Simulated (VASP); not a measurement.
# Pt in VASP: a series of runs

The runs below take Pt through single point, with PBE, r2SCAN.

Everything below comes from runs of VASP 6.6.1. Logs are shortened: lines on timing, memory, paths and dates and some standing lists are left out, and cuts for length are marked.

### 1 The cell of the first run

It takes space group Fm-3m (No. 225, cubic). Conventional cell: a = 3.973 Å, b = 3.973 Å, c = 3.973 Å, α = 90.00°, β = 90.00°, γ = 90.00°. Pt (site symmetry m-3m) has 12 Pt at 2.81 Å within 3.7 Å.

### 2 Single point, PBE (volume scaled by 1.04)

INCAR

```
SYSTEM = Pt
  ALGO = Normal
  EDIFF = 1E-6
  ENCUT = 520
  GGA = PE
  ISIF = 2
  ISMEAR = -1
  LASPH = .TRUE.
  LCHARG = .FALSE.
  LREAL = .FALSE.
  LWAVE = .FALSE.
  NBANDS = 11
  NELM = 60
  PREC = Accurate
  SIGMA = 0.05
```

KPOINTS

```
k-points
0
G
  12 12 12
  0 0 0
```

POSCAR

```
Pt
1.0
    0.0000000000      1.9867042750      1.9867042750
    1.9867042750      0.0000000000      1.9867042750
    1.9867042750      1.9867042750      0.0000000000
Pt
1
Direct
    0.0000000000      0.0000000000      0.0000000000
```

Potentials or basis: VASP PAW PBE potentials, release 64 (Pt).

The run is started by

```sh
cat potpaw_PBE.64/Pt/POTCAR > POTCAR
mpirun -np 1 vasp_std > vasp.out
```

OUTCAR:

```text
SYSTEM = Pt
   EDIFF = 1E-6
   ENCUT = 520
   GGA = PE
   ISIF = 2
   ISMEAR = -1
   LASPH = .TRUE.
   LREAL = .FALSE.
   NELM = 60
   PREC = Accurate

 ion  position               nearest neighbor table
   1  0.000  0.000  0.000-

  LATTYP: Found a face centered cubic cell.
 ALAT       =     3.9734085500

  Lattice vectors:

 A1 = (   0.0000000000,   1.9867042750,   1.9867042750)
 A2 = (   1.9867042750,   0.0000000000,   1.9867042750)
 A3 = (   1.9867042750,   1.9867042750,   0.0000000000)

Analysis of symmetry for initial positions (statically):
=====================================================================
 Subroutine PRICEL returns:
 Original cell was already a primitive cell.

 Routine SETGRP: Setting up the symmetry group for a
 face centered cubic supercell.

 Subroutine GETGRP returns: Found 48 space group operations
 (whereof 48 operations were pure point group operations)
 out of a pool of 48 trial point group operations.

The static configuration has the point symmetry O_h .

Analysis of symmetry for dynamics (positions and initial velocities):
=====================================================================
 Subroutine PRICEL returns:
 Original cell was already a primitive cell.

 Routine SETGRP: Setting up the symmetry group for a
 face centered cubic supercell.

 Subroutine GETGRP returns: Found 48 space group operations
 (whereof 48 operations were pure point group operations)
 out of a pool of 48 trial point group operations.

The dynamic configuration has the point symmetry O_h .

 Subroutine INISYM returns: Found 48 space group operations
 (whereof 48 operations are pure point group operations),
 and found     1 'primitive' translations

----------------------------------------------------------------------------------------

                                     Primitive cell

  volume of cell :      15.6830

  direct lattice vectors                    reciprocal lattice vectors
     0.000000000  1.986704275  1.986704275    -0.251673088  0.251673088  0.251673088
     1.986704275  0.000000000  1.986704275     0.251673088 -0.251673088  0.251673088
     1.986704275  1.986704275  0.000000000     0.251673088  0.251673088 -0.251673088

  length of vectors
     2.809624130  2.809624130  2.809624130     0.435910575  0.435910575  0.435910575

  position of ions in fractional coordinates (direct lattice)
     0.000000000  0.000000000  0.000000000

  ion indices of the primitive-cell ions
   primitive index   ion index
                 1           1

----------------------------------------------------------------------------------------

 KPOINTS: k-points

Automatic generation of k-mesh.
 Grid dimensions read from file:
 generate k-points for:   12   12   12

 Generating k-lattice:

  Cartesian coordinates                     Fractional coordinates (reciprocal lattice)
    -0.020972757  0.020972757  0.020972757     0.083333333  0.000000000  0.000000000
     0.020972757 -0.020972757  0.020972757     0.000000000  0.083333333  0.000000000
     0.020972757  0.020972757 -0.020972757     0.000000000  0.000000000  0.083333333

  Length of vectors
     0.036325881  0.036325881  0.036325881

  Shift w.r.t. Gamma in fractional coordinates (k-lattice)
     0.000000000  0.000000000  0.000000000

 Subroutine IBZKPT returns following result:
 ===========================================

 Found     72 irreducible k-points:

 Following reciprocal coordinates:
            Coordinates               Weight
  0.000000  0.000000  0.000000      1.000000
  0.083333  0.000000  0.000000      8.000000
  0.166667  0.000000  0.000000      8.000000
  0.250000  0.000000  0.000000      8.000000
  0.333333  0.000000  0.000000      8.000000
  0.416667  0.000000  0.000000      8.000000
[... 16 lines left out ...]
  0.500000  0.166667  0.000000     24.000000
 -0.416667  0.166667  0.000000     24.000000
 [... further k-points ...]
   k-points           NKPTS =     72   k-points in BZ     NKDIM =     72   number of bands    NBANDS=     11
   number of dos      NEDOS =    301   number of ions     NIONS =      1
   total plane-waves  NPLWV =  13824
   dimension x,y,z NGX =    24 NGY =   24 NGZ =   24
   dimension x,y,z NGXF=    48 NGYF=   48 NGZF=   48
   ions per type =               1
   NGX,Y,Z   is equivalent  to a cutoff of  14.20, 14.20, 14.20 a.u.
   NGXF,Y,Z  is equivalent  to a cutoff of  28.40, 28.40, 28.40 a.u.
 SYSTEM =  Pt
   PREC   = accura    normal or accurate (medium, high low for compatibility)
   ISTART =      0    job   : 0-new  1-cont  2-samecut
   ICHARG =      2    charge: 1-file 2-atom 10-const
   ISPIN  =      1    spin polarized calculation?
   LNONCOLLINEAR =      F non collinear calculations
   LSORBIT =      F    spin-orbit coupling
   LASPH  =      T    aspherical Exc in radial PAW
   ENCUT  =  520.0 eV  38.22 Ry    6.18 a.u.   5.22  5.22  5.22*2*pi/ulx,y,z
   NELM   =     60;   NELMIN=  2; NELMDL= -5     # of ELM steps
   EDIFF  = 0.1E-05   stopping-criterion for ELM
   LREAL  =      F    real-space projection
   EDIFFG = 0.1E-04   stopping-criterion for IOM
   NSW    =      0    number of steps for IOM
   IBRION =     -1    ionic relax: 0-MD 1-quasi-New 2-CG
   NFREE  =      0    steps in history (QN), initial steepest desc. (CG)
   ISIF   =      2    stress and relaxation
   ISYM   =      2    0-nonsym 1-usesym 2-fastsym
   POTIM  = 0.5000    time-step for ionic-motion
   TEBEG  =    0.0;   TEEND  =   0.0 temperature during run
   PSTRESS=    0.0 pullay stress
   NELECT =      10.0000    total number of electrons
   NUPDOWN=      -1.0000    fix difference up-down
   EMIN   =  10.00;   EMAX   =-10.00  energy-range for DOS
   EFERMI =   0.00;   METHOD = LEGACY
   ISMEAR =    -1;   SIGMA  =   0.05  broadening in eV -4-tet -1-fermi 0-gaus
   EFERMI_NEDOS =   21; number of points for ismear=-14 and -15
   IALGO  =     38    algorithm
   IMIX   =      4    mixing-type and parameters
     AMIX     =   0.40;   BMIX     =  1.00
     AMIX_MAG =   1.60;   BMIX_MAG =  1.00
  volume/ion in A,a.u.               =      15.68       105.83
  Fermi-wavevector in a.u.,A,eV,Ry     =   1.409067  2.662750 27.013952  1.985469
  Thomas-Fermi vector in A             =   2.531161
   LORBIT       =      0    0 simple, 1 ext, 2 COOP (PROOUT), +10 PAW based schemes
   GGA     = PE    functional components
   LHFCALC =     F    Hartree Fock is set to
   AEXX    =    0.0000 exact exchange contribution
   IVDW    =     0    specifies the selected vdW correction
   LEPSILON=     F    determine dielectric tensor
   LRPA    =     F    only Hartree local field effects (RPA)
 non-spin polarized calculation
  energy-cutoff  :      520.00
  volume of cell :       15.68
 maximum number of plane-waves:       444
 NGX is ok and might be reduce to    24
   NGX = 11   NGY = 11   NGZ = 11

 number of electron      10.0000002 magnetization

 Free energy of the ion-electron system (eV)
  ---------------------------------------------------
  ext. energy  EPLUGINS =         0.00000000
  ---------------------------------------------------
  free energy    TOTEN  =        -6.10912012 eV

  energy without entropy =       -6.09310858  energy(sigma->0) =       -6.10111435

 E-fermi :  10.5471     XC(G=0): -13.2545

 val. band max:       10.5458027015   @ k =  -0.4167   0.4167   0.1667
 cond. band min:      10.5513685481   @ k =   0.4167   0.3333   0.0000
 fundamental gap:      0.0055658466
 Fermi energy:        10.5470804891

 k-point     1 :       0.0000    0.0000    0.0000
  band No.  band energies     occupation
      1       0.7447      2.00000
      2       6.9809      2.00000
      3       6.9809      2.00000
      4       6.9809      2.00000
      5       9.0020      2.00000
      6       9.0020      2.00000
      7      25.2679      0.00000
      8      30.0140      0.00000
      9      30.0140      0.00000
     10      30.0140      0.00000
     11      35.2141      0.00000

 k-point     2 :       0.0833    0.0000    0.0000
  band No.  band energies     occupation
      1       1.0120      2.00000
      2       6.8688      2.00000
      3       7.0827      2.00000
      4       7.0827      2.00000
      5       8.9489      2.00000
      6       8.9489      2.00000
      7      25.6645      0.00000
      8      28.6915      0.00000
      9      30.4128      0.00000
     10      30.4128      0.00000
     11      36.4972      0.00000

 k-point     3 :       0.1667    0.0000    0.0000
  band No.  band energies     occupation
      1       1.7559      2.00000
      2       6.6443      2.00000
      3       7.2899      2.00000
      4       7.2899      2.00000
      5       8.9079      2.00000
      6       8.9079      2.00000
      7      26.2566      0.00000
      8      26.6249      0.00000
      9      31.5126      0.00000
     10      31.5126      0.00000
     11      34.9575      0.00000

 k-point     4 :       0.2500    0.0000    0.0000
  band No.  band energies     occupation
      1       2.7323      2.00000
      2       6.6532      2.00000
      3       7.3340      2.00000
      4       7.3340      2.00000
      5       9.1741      2.00000
      6       9.1741      2.00000
      7      23.6084      0.00000
      8      26.8400      0.00000
      9      32.7344      0.00000
     10      32.7344      0.00000
     11      33.7209      0.00000
[... 239 lines left out ...]
 k-point    22 :       0.4167    0.1667    0.0000
  band No.  band energies     occupation
      1       4.2410      2.00000
      2       6.3613      2.00000
      3       6.8573      2.00000
      4       7.8306      2.00000
      5      10.5061      1.38872
      6      11.0670      0.00006
      7      19.7103      0.00000
      8      26.3801      0.00000
      9      27.5343      0.00000
     10      29.3164      0.00000
     11      36.8846      0.00000

 k-point    23 :       0.5000    0.1667    0.0000
  band No.  band energies     occupation
      1       4.3336      2.00000
      2       6.3766      2.00000
      3       7.5492      2.00000
      4       7.6522      2.00000
      5      10.6251      0.34735
      6      12.9424      0.00000
      7      16.7576      0.00000
      8      25.5952      0.00000
      9      27.6340      0.00000
     10      28.0482      0.00000
     11      37.4337      0.00000

 k-point    24 :      -0.4167    0.1667    0.0000
  band No.  band energies     occupation
      1       4.3887      2.00000
      2       6.3888      2.00000
      3       7.5686      2.00000
      4       7.8515      2.00000
      5      10.2566      1.99402
      6      13.4878      0.00000
      7      16.3085      0.00000
      8      25.1366      0.00000
      9      27.2620      0.00000
     10      28.7230      0.00000
     11      36.9828      0.00000

 [... further k-points ...]
[... 5 lines left out ...]
  --------------------------------------------------------------------------------------
  -------------------------------------------------------------------------------------
  Total       -0.0909113     -0.0909113     -0.0909113      0.0000000      0.0000000      0.0000000
  in kB       -9.2874975     -9.2874975     -9.2874975      0.0000000      0.0000000      0.0000000
  external PRESSURE =      -9.2874975 kB  Pullay stress =       0.0000000 kB

 VOLUME and BASIS-vectors are now :
 -----------------------------------------------------------------------------
  energy-cutoff  :      520.00
  volume of cell :       15.68
      direct lattice vectors                 reciprocal lattice vectors
     0.000000000  1.986704275  1.986704275    -0.251673088  0.251673088  0.251673088
     1.986704275  0.000000000  1.986704275     0.251673088 -0.251673088  0.251673088
     1.986704275  1.986704275  0.000000000     0.251673088  0.251673088 -0.251673088

 POSITION                                       TOTAL-FORCE (eV/Angst)
 -----------------------------------------------------------------------------------
      0.00000      0.00000      0.00000        -0.000000      0.000000     -0.000000
 -----------------------------------------------------------------------------------
    total drift:                               -0.000000      0.000000     -0.000000

  FREE ENERGIE OF THE ION-ELECTRON SYSTEM (eV)
  ---------------------------------------------------
  free  energy   TOTEN  =        -6.1091201172 eV

  energy  without entropy=       -6.0931085831  energy(sigma->0) =       -6.10111435
```

Wall time 7 s (1 thread of Intel Xeon 6975P-C, shared host); peak memory 0.15 GiB.

Results:

```yaml
Free_energy: -6.1091 eV
Pressure: -0.9 GPa
Band_gap_on_the_k_mesh: zero (band 5 reaches 10.99 eV, above the bottom of band 6 at 8.91 eV)
```

Caveat: the cell differs from its parent crystal (volume scaled by 1.04); spin-orbit coupling is left out, which moves the levels of the heavy elements.

### 3 Single point, PBE (the cell strained at random)

INCAR

```
SYSTEM = Pt
PREC = Accurate ; ENCUT = 520
EDIFF = 1E-7 ; ISMEAR = -1
SIGMA = 0.05 ; LREAL = .FALSE.
LASPH = .TRUE. ; NELM = 60
ALGO = Fast ; ISIF = 2
LWAVE = .FALSE. ; LCHARG = .FALSE.
GGA = PE ; NBANDS = 11
```

KPOINTS

```
Automatic mesh
0
G
  12 12 12
  0 0 0
```

POSCAR

```
Pt
1.0
   -0.0133030000      1.9357530000      1.9445300000
    1.9710380000      0.0030350000      1.9281930000
    2.0008850000      1.9492620000     -0.0268110000
Pt
1
Direct
   -0.0132620000      0.0199540000      0.0069400000
```

Potentials or basis: VASP PAW PBE potentials, release 64 (Pt).

The run is started by

```sh
cat potpaw_PBE.64/Pt/POTCAR > POTCAR
mpirun -np 1 vasp_std > vasp.out
```

Run time: 2.1 min. Hardware: 1 thread of Intel Xeon 6975P-C, shared host; peak memory 0.26 GiB.

It converged, with:

| Quantity | Value |
| --- | --- |
| Free energy | -6.0897 eV |
| Pressure | 9.8 GPa |
| Band gap on the k mesh | zero (band 5 reaches 11.90 eV, above the bottom of band 6 at 9.59 eV) |

Stress tensor (GPa, compression positive):
```
 8.83 -0.64  1.47
-0.64 10.32  0.63
 1.47  0.63 10.38
```

Levels at points of the mesh, in eV from the Fermi level:
```tsv
k point	band 3	band 4	band 5	band 6	band 7	band 8
(0.00, 0.00, 0.00)	-3.69	-3.67	-1.81	-1.47	14.62	18.99
(0.50, 0.00, 0.00)	-3.71	-0.52	-0.12	0.15	5.79	14.21
(0.00, 0.50, 0.00)	-3.61	-0.38	0.04	0.09	6.01	14.06
(0.50, 0.50, 0.00)	-0.04	0.38	0.61	1.88	9.03	11.11
(0.00, 0.00, 0.50)	-3.75	-0.64	-0.11	0.09	5.59	14.31
(0.50, 0.00, 0.50)	-0.02	0.38	0.60	1.96	9.14	10.79
(0.00, 0.50, 0.50)	-0.01	0.46	0.49	1.47	8.47	11.57
(0.50, 0.50, 0.50)	-3.65	-0.41	-0.04	0.14	5.97	14.10
```

Caveat: the cell differs from its parent crystal (the cell strained at random); spin-orbit coupling is left out, which moves the levels of the heavy elements.

### 4 Single point, r2SCAN

This run uses another cell than the first one, of 14.78 Å³/atom, 0.942 times its volume.

POSCAR

```
Pt
1.0
    0.0000000000      1.9477392008      1.9477392008
    1.9477392008      0.0000000000      1.9477392008
    1.9477392008      1.9477392008      0.0000000000
Pt
1
Direct
    0.0000000000      0.0000000000      0.0000000000
```

INCAR.step1

```
PREC = Accurate
ENCUT = 520
ISMEAR = -1
SIGMA = 0.05
LREAL = False
LASPH = True
NELM = 80
NBANDS = 11
GGA = PE
ALGO = Normal
EDIFF = 1E-4
LWAVE = True
LCHARG = False
```

INCAR.step2

```
PREC = Accurate
ENCUT = 520
EDIFF = 1E-6
ISMEAR = -1
SIGMA = 0.05
LREAL = False
LASPH = True
NELM = 80
ALGO = Normal
ISIF = 2
LWAVE = False
LCHARG = False
METAGGA = R2SCAN
LMIXTAU = True
NBANDS = 11
ISTART = 1
```

KPOINTS

```
regular mesh
0
Gamma
  12 12 12
```

Potentials or basis: VASP PAW PBE potentials, release 64 (Pt).

The run is started by

```sh
cat potpaw_PBE.64/Pt/POTCAR > POTCAR
cp INCAR.step1 INCAR
mpirun -np 1 vasp_std > vasp.out
cp INCAR.step2 INCAR
mpirun -np 1 vasp_std > vasp.out
```

OUTCAR:

```text
PREC = Accurate
   ENCUT = 520
   EDIFF = 1E-6
   ISMEAR = -1
   LREAL = False
   LASPH = True
   NELM = 80
   ISIF = 2
   METAGGA = R2SCAN
   ISTART = 1

 ion  position               nearest neighbor table
   1  0.000  0.000  0.000-

  LATTYP: Found a face centered cubic cell.
 ALAT       =     3.8954784016

  Lattice vectors:

 A1 = (   0.0000000000,   1.9477392008,   1.9477392008)
 A2 = (   1.9477392008,   0.0000000000,   1.9477392008)
 A3 = (   1.9477392008,   1.9477392008,   0.0000000000)
[... 504 lines left out ...]
      2       6.6692      2.00000
      3       7.9963      2.00000
      4       8.3845      2.00000
      5      11.0977      1.99778
      6      14.6989      0.00000
      7      17.9331      0.00000
      8      27.1553      0.00000
      9      29.3516      0.00000
     10      31.0821      0.00000
     11      39.8155      0.00000

 [... further k-points ...]
[... 5 lines left out ...]
  --------------------------------------------------------------------------------------
  -------------------------------------------------------------------------------------
  Total        1.0427725      1.0427725      1.0427725      0.0000000      0.0000000      0.0000000
  in kB      113.0518673    113.0518673    113.0518673      0.0000000      0.0000000      0.0000000
  external PRESSURE =     113.0518673 kB  Pullay stress =       0.0000000 kB

 VOLUME and BASIS-vectors are now :
 -----------------------------------------------------------------------------
  energy-cutoff  :      520.00
  volume of cell :       14.78
      direct lattice vectors                 reciprocal lattice vectors
     0.000000000  1.947739201  1.947739201    -0.256707879  0.256707879  0.256707879
     1.947739201  0.000000000  1.947739201     0.256707879 -0.256707879  0.256707879
     1.947739201  1.947739201  0.000000000     0.256707879  0.256707879 -0.256707879

 POSITION                                       TOTAL-FORCE (eV/Angst)
 -----------------------------------------------------------------------------------
      0.00000      0.00000      0.00000         0.000000      0.000000      0.000000
 -----------------------------------------------------------------------------------
    total drift:                               -0.000000     -0.000000     -0.000000

  FREE ENERGIE OF THE ION-ELECTRON SYSTEM (eV)
  ---------------------------------------------------
  free  energy   TOTEN  =       -51.4927647940 eV

  energy  without entropy=      -51.4783756425  energy(sigma->0) =      -51.48557022
```

OUTCAR.step1:

```text
PREC = Accurate
   ENCUT = 520
   ISMEAR = -1
   LREAL = False
   LASPH = True
   NELM = 80
[... 550 lines left out ...]
 POSITION                                       TOTAL-FORCE (eV/Angst)
 -----------------------------------------------------------------------------------
      0.00000      0.00000      0.00000         0.000000      0.000000     -0.000000
 -----------------------------------------------------------------------------------
    total drift:                               -0.000000     -0.000000     -0.000000

  FREE ENERGIE OF THE ION-ELECTRON SYSTEM (eV)
  ---------------------------------------------------
  free  energy   TOTEN  =        -6.0683546928 eV

  energy  without entropy=       -6.0531239567  energy(sigma->0) =       -6.06073932
```

It took 99 s on 1 thread of AMD EPYC 7R13, shared host; peak memory 0.1 GiB.

Results:

```yaml
Free_energy: -51.4928 eV
Pressure: 11.3 GPa
Band_gap_on_the_k_mesh: zero (band 5 reaches 11.97 eV, above the bottom of band 6 at 9.51 eV)
```

Caveat: the PAW data sets were made with another functional, which shifts forces and pressure a little; spin-orbit coupling is left out, which moves the levels of the heavy elements.

### 5 Summary

```tsv
level	cell	gap on the mesh (eV)	pressure (GPa)
PBE	a = 2.810 Å, angles 60.0°, 1 atom	none	-0.9
PBE	a = 2.744, b = 2.757, c = 2.794 Å, angles 59.6, 61.2, 60.5°, 1 atom	none	9.8
r2SCAN	a = 2.755 Å, angles 60.0°, 1 atom	none	11.3
```

Alike in all rows: task single point; potentials or basis VASP PAW PBE potentials, release 64 (Pt); no spin polarisation; k mesh 12 × 12 × 12; cutoff (eV) 520; smearing fermi-dirac 0.05 eV.

Caveats: spin-orbit coupling is left out, which moves the levels of the heavy elements; the PAW data sets were made with another functional, which shifts forces and pressure a little (some runs).

Absolute energies hang on the potentials; compare differences alone.
